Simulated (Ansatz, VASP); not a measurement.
**Two plane-wave programs on Ti3Se**

Contents of INCAR:

```
SYSTEM = Ti3Se
  ALGO = Normal
  EDIFF = 1E-6
  ENCUT = 520
  GGA = PE
  ISIF = 2
  ISMEAR = 0
  ISPIN = 2
  LASPH = .True.
  LCHARG = .False.
  LMAXMIX = 4
  LORBIT = 11
  LREAL = .False.
  LWAVE = .False.
  MAGMOM = 1 1 1 0
  NBANDS = 33
  NELM = 150
  PREC = Accurate
  SIGMA = 0.1
```

The input KPOINTS:

```
k-points
0
Gamma
  6 6 2
  0 0 0
```

File POSCAR:

```
Ti3Se
1.0
    3.1974456500      0.0000000000      0.0000000000
   -1.5987228300      2.7690691600      0.0000000000
    0.0000000000      0.0000000000      7.9427452100
Ti Se
3 1
Direct
    0.3333333300      0.6666666700      0.2270980000
    0.3333333300      0.6666666700      0.7729020000
    0.6666666700      0.3333333300      0.5000000000
    0.0000000000      0.0000000000      0.0000000000
```

Input for Ansatz:

```yaml
crystal:
  lattice:
    - [3.19744565, 0.0, 0.0]
    - [-1.59872283, 2.76906916, 0.0]
    - [0.0, 0.0, 7.94274521]
  atoms:
    - { symbol: Ti, position: [0.33333333, 0.66666667, 0.227098], spin: 1.0 }
    - { symbol: Ti, position: [0.33333333, 0.66666667, 0.772902], spin: 1.0 }
    - { symbol: Ti, position: [0.66666667, 0.33333333, 0.5], spin: 1.0 }
    - { symbol: Se, position: [0.0, 0.0, 0.0] }
basis:
  ecutwfc: 420
kpoints:
  mp_grid: { grid: [6, 6, 2] }
hamiltonian:
  xc: pbe
scf:
  occupations: { method: gaussian, width: 0.1 }
  lower_state_search: "off"
output:
  forces: true
  stress: true
  eigenvalues: true
  populations: true
magnetization:
  spin_polarized: true
```

Alike in both runs: task single point; functional PBE; k mesh 6 × 6 × 2; occupations gaussian, width 0.1 eV; collinear spin.

|  | VASP | Ansatz |
| --- | --- | --- |
| version | VASP 6.6.1 | Ansatz 0.2.0 |
| potentials or method | VASP PAW PBE potentials, release 64 (Ti_sv, Se), cutoff 520 eV | scalar-relativistic, plane waves, PAW |
| valence electrons in the cell | 42 | 52 |

|  | VASP | Ansatz | Ansatz less VASP |
| --- | --- | --- | --- |
| gap on the k mesh at the Fermi level (eV) | none | none | - |
| pressure (GPa) | 0.2 | 0.1 | -0.03 |
| traceless stress, the component that is largest in VASP (GPa) | -0.10 | -0.10 | -0.002 |
| rms of the force components (eV/Å) | 0.005 | 0.004 | -0.0012 |
| net moment per atom (μB) | 0.00 | 0.00 | 0.000 |

Atom by atom the forces differ by 0.009 eV/Å (rms over components). A gap of «none» marks a metal or a gap that the smearing closes. VASP's potentials hold 42 valence electrons a cell and Ansatz's 52, so a difference there can come from the potentials and not from the codes. Ansatz's warnings: seeded moment not kept.

The k mesh is coarse, so the values compare programs but aren't converged.
